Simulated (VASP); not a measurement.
# SiC (P6_3mc) in VASP: further runs, part 2 of 2

VASP 6.6.1. The steps go on from the part before.

## (5) Relaxation of the atoms, PBE (strain along c alone, the other axes held: -4.0 %)

INCAR

```
ALGO = Normal ; EDIFF = 1E-6
EDIFFG = -0.008 ; ENCUT = 520
GGA = PE ; IBRION = 2
ISIF = 2 ; ISMEAR = 0
LASPH = T ; LCHARG = F
LREAL = F ; LWAVE = F
NELM = 60 ; NSW = 60
PREC = Accurate ; SIGMA = 0.02
```

KPOINTS

```
k-points
0
Gamma
  12 12 6
```

POSCAR

```
SiC
1.0
    3.0919365178      0.0000000000      0.0000000000
   -1.5459682589      2.6776955713      0.0000000000
    0.0000000000      0.0000000000      4.8713205974
Si C
2 2
Direct
    0.3333333333      0.6666666667      0.4984255068
    0.6666666667      0.3333333333      0.9984255068
    0.3333333333      0.6666666667      0.8765744932
    0.6666666667      0.3333333333      0.3765744932
```

Potentials or basis: VASP PAW PBE potentials, release 64 (Si, C).

On the command line:

```bash
$ cat potpaw_PBE.64/Si/POTCAR potpaw_PBE.64/C/POTCAR > POTCAR
$ mpirun -np 1 vasp_std > vasp.out
```

OUTCAR:

```text
EDIFF = 1E-6
   EDIFFG = -0.008
   ENCUT = 520
   GGA = PE
   IBRION = 2
   ISIF = 2
   ISMEAR = 0
   LASPH = T
   LREAL = F
   NELM = 60
   NSW = 60
   PREC = Accurate

 ion  position               nearest neighbor table
   1  0.333  0.667  0.498-   3 1.84   4 1.88   4 1.88   4 1.88   2 3.02   2 3.02   2 3.02   2 3.02
                             2 3.02   2 3.02
   2  0.667  0.333  0.998-   4 1.84   3 1.88   3 1.88   3 1.88   1 3.02   1 3.02   1 3.02   1 3.02
                             1 3.02   1 3.02
   3  0.333  0.667  0.877-   1 1.84   2 1.88   2 1.88   2 1.88
   4  0.667  0.333  0.377-   2 1.84   1 1.88   1 1.88   1 1.88

  LATTYP: Found a hexagonal cell.
 ALAT       =     3.0919365178
 C/A-ratio  =     1.5754917895

  Lattice vectors:

 A1 = (   3.0919365178,   0.0000000000,   0.0000000000)
 A2 = (  -1.5459682589,   2.6776955713,   0.0000000000)
 A3 = (   0.0000000000,   0.0000000000,   4.8713205974)

Analysis of symmetry for initial positions (statically):
=====================================================================
 Subroutine PRICEL returns:
 Original cell was already a primitive cell.

 Routine SETGRP: Setting up the symmetry group for a
 hexagonal supercell.

 Subroutine GETGRP returns: Found 12 space group operations
 (whereof  6 operations were pure point group operations)
 out of a pool of 24 trial point group operations.

The static configuration has the point symmetry C_3v.
 The point group associated with its full space group is C_6v.

Analysis of symmetry for dynamics (positions and initial velocities):
[... 248 lines left out ...]
  free energy    TOTEN  =       -29.99272440 eV

  energy without entropy =      -29.99272440  energy(sigma->0) =      -29.99272440

 E-fermi :   8.8452     XC(G=0): -11.4570

 val. band max:        8.7431523879   @ k =   0.0000   0.0000   0.0000
 cond. band min:      11.0089600008   @ k =   0.3333   0.3333   0.0000
 fundamental gap:      2.2658076129
 Fermi energy:         8.8451589308

 k-point     1 :       0.0000    0.0000    0.0000
  band No.  band energies     occupation
      1      -7.2267      2.00000
      2      -3.2516      2.00000
      3      -0.1365      2.00000
      4       6.9217      2.00000
      5       6.9217      2.00000
      6       8.4459      2.00000
      7       8.4459      2.00000
      8       8.7432      2.00000
      9      12.8987      0.00000
     10      15.0244      0.00000
     11      15.0244      0.00000
     12      15.3587      0.00000
[... 331 lines left out ...]
 k-point    24 :       0.3333    0.0000    0.1667
  band No.  band energies     occupation
      1      -5.2607      2.00000
      2      -2.4590      2.00000
      3       1.0843      2.00000
      4       2.9116      2.00000
      5       3.7732      2.00000
      6       5.4099      2.00000
      7       7.0686      2.00000
      8       7.3965      2.00000
      9      11.7515      0.00000
     10      13.2665      0.00000
     11      15.7540      0.00000
     12      16.4646      0.00000

 [... further k-points ...]

------------------------ aborting loop because EDIFF is reached ----------------------------------------

  FORCE on cell =-STRESS in cart. coord.  units (eV):
  Direction    XX          YY          ZZ          XY          YZ          ZX
  --------------------------------------------------------------------------------------
  -------------------------------------------------------------------------------------
  Total        0.6374802      0.6374802      5.7485258      0.0000000      0.0000000      0.0000000
  in kB       25.3243779     25.3243779    228.3644956      0.0000000      0.0000000      0.0000000
  external PRESSURE =      93.0044171 kB  Pullay stress =       0.0000000 kB
[... 19 lines left out ...]
  FREE ENERGIE OF THE ION-ELECTRON SYSTEM (eV)
  ---------------------------------------------------
  free  energy   TOTEN  =       -29.9927243970 eV

  energy  without entropy=      -29.9927243970  energy(sigma->0) =      -29.99272440

 reached required accuracy - stopping structural energy minimisation
```

OSZICAR:

```text
N       E                     dE             d eps       ncg     rms          rms(c)
DAV:   1     0.365431500807E+02    0.36543E+02   -0.75259E+03  1824   0.120E+03
DAV:   2    -0.308453465320E+02   -0.67388E+02   -0.61849E+02  2632   0.191E+02
[... 19 lines left out ...]
       N       E                     dE             d eps       ncg     rms          rms(c)
DAV:   1    -0.299928308395E+02   -0.43058E-02   -0.30706E-01  1884   0.491E+00    0.159E-01
DAV:   2    -0.299928999455E+02   -0.69106E-04   -0.43398E-03  2308   0.563E-01    0.783E-02
DAV:   3    -0.299927189225E+02    0.18102E-03   -0.32613E-04  2192   0.174E-01    0.210E-02
DAV:   4    -0.299927244183E+02   -0.54957E-05   -0.10641E-04  2280   0.737E-02    0.133E-02
DAV:   5    -0.299927243970E+02    0.21317E-07   -0.29361E-06  1916   0.157E-02
   3 F= -.29992724E+02 E0= -.29992724E+02  d E =-.460104E-02
```

Run time: 44 s. Hardware: 1 thread of Intel Xeon Platinum 8259CL at 2.50GHz (Skylake/Cascade Lake), shared host; peak memory 0.17 GiB.

What came out:

```yaml
Free_energy: -29.9927 eV
Energy_gained_by_relaxing: 1.2 meV/atom
Ionic_steps: 3
Pressure_after_relaxing: 9.3 GPa
Band_gap_on_the_k_mesh: 2.27 eV (least direct gap 3.68 eV)
```

The path:
```
step  energy change (eV)  largest force (eV/Å)  pressure (GPa)
   1              0.0000                0.3091            9.53
   2             -0.0004                0.2819            9.14
   3             -0.0046                0.0001            9.30
```

Final structure:
```
CELL_PARAMETERS angstrom
3.09194 0.00000 0.00000
-1.54597 2.67770 0.00000
0.00000 0.00000 4.87132
ATOMIC_POSITIONS crystal
Si 0.33333 0.66667 0.49688
Si 0.66667 0.33333 0.99688
C 0.33333 0.66667 0.87812
C 0.66667 0.33333 0.37812
```

Caveat: the cell differs from its parent crystal (strain along c alone, the other axes held: -4.0 %).

## (6) Relaxation of cell and atoms, PBE, target pressure 50 GPa, at which the enthalpy is minimised

This run uses another cell than the first one, of 8.84 Å³/atom.

INCAR

```
SYSTEM = SiC
ALGO = Normal ; EDIFF = 1E-7
EDIFFG = -0.008 ; ENCUT = 600
GGA = PE ; IBRION = 2
ISIF = 3 ; ISMEAR = 0
LASPH = .TRUE. ; LCHARG = .FALSE.
LREAL = .FALSE. ; LWAVE = .FALSE.
NELM = 100 ; NSW = 70
PREC = Accurate ; PSTRESS = 500.0
SIGMA = 0.02
```

KPOINTS

```
k-points
0
G
  12 12 6
  0 0 0
```

POSCAR

```
SiC
1.0
    2.9202407117      0.0000000000      0.0000000000
   -1.4601203558      2.5290026415      0.0000000000
    0.0000000000      0.0000000000      4.7883114909
Si C
2 2
Direct
    0.3333333333      0.6666666667      0.4995822901
    0.6666666667      0.3333333333      0.9995822901
    0.3333333333      0.6666666667      0.8754177099
    0.6666666667      0.3333333333      0.3754177099
```

Potentials or basis: VASP PAW PBE potentials, release 64 (Si, C).

On the command line:

```bash
$ cat potpaw_PBE.64/Si/POTCAR potpaw_PBE.64/C/POTCAR > POTCAR
$ mpirun -np 1 vasp_std > vasp.out
```

OUTCAR:

```text
SYSTEM = SiC
   EDIFF = 1E-7
   EDIFFG = -0.008
   ENCUT = 600
   GGA = PE
   IBRION = 2
   ISIF = 3
   ISMEAR = 0
   LASPH = .TRUE.
   LREAL = .FALSE.
   NELM = 100
   NSW = 70
   PREC = Accurate
   PSTRESS = 500.0

 ion  position               nearest neighbor table
   1  0.333  0.667  0.500-   4 1.79   4 1.79   4 1.79   3 1.80   2 2.93   2 2.93   2 2.93   2 2.93
                             2 2.93   2 2.93
   2  0.667  0.333  1.000-   3 1.79   3 1.79   3 1.79   4 1.80   1 2.93   1 2.93   1 2.93   1 2.93
                             1 2.93   1 2.93
   3  0.333  0.667  0.875-   2 1.79   2 1.79   2 1.79   1 1.80
   4  0.667  0.333  0.375-   1 1.79   1 1.79   1 1.79   2 1.80

  LATTYP: Found a hexagonal cell.
 ALAT       =     2.9202407117
 C/A-ratio  =     1.6396975331

  Lattice vectors:

 A1 = (   2.9202407117,   0.0000000000,   0.0000000000)
 A2 = (  -1.4601203558,   2.5290026415,   0.0000000000)
 A3 = (   0.0000000000,   0.0000000000,   4.7883114909)

Analysis of symmetry for initial positions (statically):
=====================================================================
 Subroutine PRICEL returns:
 Original cell was already a primitive cell.

 Routine SETGRP: Setting up the symmetry group for a
 hexagonal supercell.

 Subroutine GETGRP returns: Found 12 space group operations
 (whereof  6 operations were pure point group operations)
 out of a pool of 24 trial point group operations.

The static configuration has the point symmetry C_3v.
 The point group associated with its full space group is C_6v.

Analysis of symmetry for dynamics (positions and initial velocities):
=====================================================================
 Subroutine PRICEL returns:
 Original cell was already a primitive cell.

 Routine SETGRP: Setting up the symmetry group for a
 hexagonal supercell.

 Subroutine GETGRP returns: Found 12 space group operations
 (whereof  6 operations were pure point group operations)
 out of a pool of 24 trial point group operations.

[... 146 lines left out ...]

 number of electron      16.0000000 magnetization

 Free energy of the ion-electron system (eV)
  ---------------------------------------------------
  ext. energy  EPLUGINS =         0.00000000
  ---------------------------------------------------
  free energy    TOTEN  =       -29.19041754 eV

  energy without entropy =      -29.19041754  energy(sigma->0) =      -29.19041754

------------------------ aborting loop because EDIFF is reached ----------------------------------------

  FORCE on cell =-STRESS in cart. coord.  units (eV):
  Direction    XX          YY          ZZ          XY          YZ          ZX
  --------------------------------------------------------------------------------------
  -------------------------------------------------------------------------------------
  Total       11.2904370     11.2904370     11.1347781      0.0000000     -0.0000000      0.0000000
  in kB      511.5298792    511.5298792    504.4775211      0.0000000     -0.0000000      0.0000000
  external PRESSURE =       9.1790931 kB  Pullay stress =     500.0000000 kB
[... 147 lines left out ...]
--------------------------------------- Ionic step        5  -------------------------------------------

 number of electron      16.0000000 magnetization

 Free energy of the ion-electron system (eV)
  ---------------------------------------------------
  ext. energy  EPLUGINS =         0.00000000
  ---------------------------------------------------
  free energy    TOTEN  =       -29.21769799 eV

  energy without entropy =      -29.21769799  energy(sigma->0) =      -29.21769799

 E-fermi :  10.1961     XC(G=0): -12.0360

 val. band max:       10.1013079490   @ k =   0.0000   0.0000   0.0000
 cond. band min:      12.0925326568   @ k =   0.3333   0.3333   0.0000
 fundamental gap:      1.9912247078
 Fermi energy:        10.1960709738

 k-point     1 :       0.0000    0.0000    0.0000
  band No.  band energies     occupation
      1      -6.7467      2.00000
      2      -2.5528      2.00000
      3       0.4792      2.00000
      4       8.7144      2.00000
      5       8.7144      2.00000
      6      10.0026      2.00000
      7      10.1013      2.00000
      8      10.1013      2.00000
      9      16.2440      0.00000
     10      17.7374      0.00000
     11      17.7374      0.00000
     12      17.9395      0.00000
[... 331 lines left out ...]
 k-point    24 :       0.3333    0.0000    0.1667
  band No.  band energies     occupation
      1      -4.5056      2.00000
      2      -1.5206      2.00000
      3       2.2937      2.00000
      4       3.8345      2.00000
      5       5.0849      2.00000
      6       6.9883      2.00000
      7       8.3846      2.00000
      8       8.9591      2.00000
      9      13.8842      0.00000
     10      14.8955      0.00000
     11      17.9636      0.00000
     12      18.7590      0.00000

 [... further k-points ...]

------------------------ aborting loop because EDIFF is reached ----------------------------------------

  FORCE on cell =-STRESS in cart. coord.  units (eV):
  Direction    XX          YY          ZZ          XY          YZ          ZX
  --------------------------------------------------------------------------------------
  -------------------------------------------------------------------------------------
  Total       11.0643065     11.0643065     11.0310716      0.0000000      0.0000000     -0.0000000
  in kB      500.0608575    500.0608575    498.5587776      0.0000000      0.0000000     -0.0000000
  external PRESSURE =      -0.4398358 kB  Pullay stress =     500.0000000 kB
[... 23 lines left out ...]
  energy  without entropy=      -29.2176979864  energy(sigma->0) =      -29.21769799

  enthalpy is  TOTEN    =       -18.1547380402 eV   P V=       11.0629599461

 reached required accuracy - stopping structural energy minimisation
```

OSZICAR:

```text
N       E                     dE             d eps       ncg     rms          rms(c)
DAV:   1     0.441707428673E+02    0.44171E+02   -0.84318E+03  1824   0.137E+03
DAV:   2    -0.306819719117E+02   -0.74853E+02   -0.68680E+02  2592   0.208E+02
DAV:   3    -0.338707600874E+02   -0.31888E+01   -0.31708E+01  2392   0.431E+01
[... 34 lines left out ...]
       N       E                     dE             d eps       ncg     rms          rms(c)
DAV:   1    -0.292176990743E+02   -0.10716E-02   -0.94830E-04  1848   0.282E-01    0.777E-03
DAV:   2    -0.292176986548E+02    0.41946E-06   -0.93014E-06  2332   0.263E-02    0.426E-03
DAV:   3    -0.292176979879E+02    0.66687E-06   -0.12274E-06  2168   0.951E-03    0.726E-04
DAV:   4    -0.292176979864E+02    0.15552E-08   -0.16410E-07  1816   0.305E-03
   5 F= -.18154738E+02 E0= -.18154738E+02  d E =-.562282E-05
```

CONTCAR:

```text
SiC
   1.00000000000000
     2.9234082655394533    0.0000000000098882    0.0000000000000000
    -1.4617041327111093    2.5317458235886510    0.0000000000000000
    -0.0000000000000000   -0.0000000000000000    4.7896341901957209
  Si              C
     2     2
Direct
     0.3333333332999970    0.6666666667000030    0.4995329958886132
     0.6666666667000030    0.3333333332999970    0.9995329958886132
     0.3333333332999970    0.6666666667000030    0.8754670041113868
     0.6666666667000030    0.3333333332999970    0.3754670041113868

  0.00000000E+00  0.00000000E+00  0.00000000E+00
  0.00000000E+00  0.00000000E+00  0.00000000E+00
  0.00000000E+00  0.00000000E+00  0.00000000E+00
  0.00000000E+00  0.00000000E+00  0.00000000E+00
```

It took 29 s on 1 thread of Intel Xeon 6975P-C (Granite Rapids), shared host; peak memory 0.17 GiB.

Results:

- Free energy: -29.2177 eV
- Relaxed volume: 8.86 Å³/atom
- Relaxed cell: a = 2.923 Å, b = 2.923 Å, c = 4.790 Å, α = 90.00°, β = 90.00°, γ = 120.00°
- Space group after relaxing (to 0.1 Å): P6_3mc (No. 186)
- Energy change on relaxing (the run minimises the enthalpy): -6.8 meV/atom
- Ionic steps: 5
- Pressure after relaxing: 50.0 GPa
- Largest force after relaxing: 0.007 eV/Å
- Band gap on the k mesh: 1.99 eV (least direct gap 4.26 eV)

Forces in eV/Å, atoms in the order of the input:
```
Si   0.000  0.000  0.007
Si   0.000  0.000  0.007
C    0.000  0.000 -0.007
C    0.000  0.000 -0.007
```

Stress tensor (GPa, compression positive):
```
50.01  0.00  0.00
 0.00 50.01  0.00
 0.00  0.00 49.86
```

Step by step:
```csv
step,energy change (eV),largest force (eV/Å),pressure (GPa),volume (Å³)
1,0.0000,0.0122,50.92,35.36
2,-0.0801,0.0578,48.07,35.62
3,-0.0257,0.0101,50.01,35.44
4,-0.0262,0.0104,50.00,35.45
5,-0.0273,0.0068,49.96,35.45
```

Final structure:
```
Si C
1.0
     2.92341    0.00000    0.00000
    -1.46170    2.53175    0.00000
     0.00000    0.00000    4.78963
Si C
2 2
Direct
  0.33333 0.66667 0.49953
  0.66667 0.33333 0.99953
  0.33333 0.66667 0.87547
  0.66667 0.33333 0.37547
```

Caveat: the cell is relaxed towards a set pressure, so the run minimises the enthalpy, not the energy. A k mesh can miss the band edges.

## (7) Summary

```csv
task,cell,cutoff (eV),gap on the mesh (eV),pressure (GPa),largest force (eV/Å)
single point,"a = 3.092, b = 3.092, c = 5.379 Å, angles 90.0, 90.0, 120.0°, 4 atoms, atomic positions A",520,2.10,-10.4,0.01
relaxation of the atoms,"atoms relaxed from a = 3.092, b = 3.092, c = 4.770 Å, angles 90.0, 90.0, 120.0°, 4 atoms, atomic positions B",520,1.97,14.6,-
relaxation of the atoms,"atoms relaxed from a = 3.092, b = 3.092, c = 4.871 Å, angles 90.0, 90.0, 120.0°, 4 atoms, atomic positions C",520,2.27,9.3,-
relaxation of cell and atoms,"relaxed to 50 GPa from a = 2.920, b = 2.920, c = 4.788 Å, angles 90.0, 90.0, 120.0°, 4 atoms, atomic positions C",600,1.99,50.0,0.01
```

Alike in all rows: level PBE; potentials or basis VASP PAW PBE potentials, release 64 (Si, C); no spin polarisation; k mesh 12 × 12 × 6; smearing gaussian 0.02 eV.

Caveats: the cell stands under tension (at least some runs); the cell is relaxed towards a set pressure, so the run minimises the enthalpy, not the energy (at least some runs).

Absolute energies hang on the potentials; compare differences alone.
